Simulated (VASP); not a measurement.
Write the native input for VASP 6.6.1 that does the following.

```
Task                   : single point
Functional             : LDA
Potentials or basis    : VASP PAW LDA potentials, release 64 (Pb_d, S)
Cutoff                 : 520 eV
k mesh                 : 7 × 7 × 7
Occupations            : fermi-dirac, width 0.1 eV
Spin                   : no spin polarisation
Dipole correction      : no
Further INCAR settings : ALGO = Normal; EDIFF = 1e-06; NBANDS = 17
```

The structure of PbS lies in POSCAR:

```
PbS
1.0
    0.0000000000      2.9762018200      2.9762018200
    2.9762018200      0.0000000000      2.9762018200
    2.9762018200      2.9762018200      0.0000000000
Pb S
1 1
Direct
    0.0000000000      0.0000000000      0.0000000000
    0.5000000000      0.5000000000      0.5000000000
```

These files were run (other wordings do the same):

INCAR

```
PREC = Accurate ; ENCUT = 520
EDIFF = 1E-6 ; ISMEAR = -1
SIGMA = 0.1 ; LREAL = F
LASPH = T ; NELM = 100
ALGO = Normal ; ISIF = 2
LWAVE = F ; LCHARG = F
GGA = CA ; NBANDS = 17
```

KPOINTS

```
Automatic mesh
0
Gamma
  7 7 7
```

Potentials or basis: VASP PAW LDA potentials, release 64 (Pb_d, S).

Launch:

```bash
$ cat potpaw_LDA.64/Pb_d/POTCAR potpaw_LDA.64/S/POTCAR > POTCAR
$ mpirun -np 1 vasp_std > vasp.out
```

It gave:

- Pressure: -3.2 GPa

Run time: 18 s on 1 thread of AMD EPYC 7R43 64-Core Processor (Zen 3), with other jobs on the host, peak memory 0.12 GiB.
